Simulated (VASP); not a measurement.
**Pd: single point with PBE**

Slab: Pd, a slab with vacuum.

```
Pd
1.0
     2.78969    0.00000    0.00000
    -1.39484    2.41594    0.00000
     0.00000    0.00000   13.82140
Pd
4
Direct
  0.00000 0.00000 0.25323
  0.33333 0.66667 0.41828
  0.66667 0.33333 0.58172
  0.00000 0.00000 0.74677
```

```json
{"Program": "VASP 6.6.1", "Task": "single point", "Functional": "PBE", "Potentials or basis": "VASP PAW PBE potentials, release 64 (Pd)", "Cutoff": "520 eV", "k mesh": "17 × 17 × 1", "Occupations": "fermi-dirac, width 0.08 eV", "Spin": "no spin polarisation", "Dipole correction": "yes", "Further INCAR settings": "ALGO = Normal; EDIFF = 1e-07; NBANDS = 28"}
```

```yaml
Largest_force: 0.014 eV/Å
Band_gap_on_the_k_mesh: zero (band 20 reaches 4.52 eV, above the bottom of band 21 at 3.68 eV)
```

Forces on the atoms (eV/Å):
```
Pd   0.000  0.000  0.014
Pd   0.000  0.000 -0.002
Pd   0.000  0.000  0.002
Pd   0.000  0.000 -0.014
```

Levels at points of the mesh, in eV from the Fermi level:
| k point | band 18 | band 19 | band 20 | band 21 | band 22 | band 23 |
| --- | --- | --- | --- | --- | --- | --- |
| (0.00, 0.00, 0.00) | -0.90 | -0.90 | -0.41 | -0.41 | -0.08 | -0.08 |

Wall time 67 s on 1 thread of Intel(R) Xeon(R) Platinum 8375C CPU @ 2.90GHz (Ice Lake), on a shared host, peak memory 0.26 GiB.
